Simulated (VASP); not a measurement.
A run of VASP 6.6.1 is set up as follows.

Contents of INCAR:

```
SYSTEM = Al2O3
PREC = Accurate
ENCUT = 520
EDIFF = 1E-7
ISMEAR = 0
SIGMA = 0.1
LREAL = .FALSE.
LASPH = .TRUE.
NELM = 100
ALGO = Normal
ISIF = 2
LWAVE = .FALSE.
LCHARG = .FALSE.
GGA = CA
NBANDS = 35
```

File KPOINTS:

```
regular mesh
0
G
  4 2 6
  0 0 0
```

POSCAR

```
Al2O3
1.0
    4.6137770000      0.0000000000      0.0000000000
    0.0000000000      9.5632790000      0.0000000000
    0.0000000000      0.0000000000      3.1198620000
Al O
4 6
Direct
    0.5170250000      0.3245730000      0.5000000000
    0.4829750000      0.6754270000      0.5000000000
    0.0170250000      0.1754270000      0.0000000000
    0.9829750000      0.8245730000      0.0000000000
    0.8763650000      0.2469500000      0.5000000000
    0.0000000000      0.0000000000      0.0000000000
    0.6236350000      0.7469500000      0.0000000000
    0.3763650000      0.2530500000      0.0000000000
    0.1236350000      0.7530500000      0.5000000000
    0.5000000000      0.5000000000      0.5000000000
```

Potentials or basis: VASP PAW LDA potentials, release 64 (Al, O).

Launch:

```console
$ cat potpaw_LDA.64/Al/POTCAR potpaw_LDA.64/O/POTCAR > POTCAR
$ mpirun -np 1 vasp_std > vasp.out
```

(1) Estimate the pressure.

(2) Predict the largest force.

(3) Predict the band gap on the k mesh.

Answers

(1) -5.9 GPa.

(2) 0.194 eV/Å.

(3) 3.35 eV, direct.
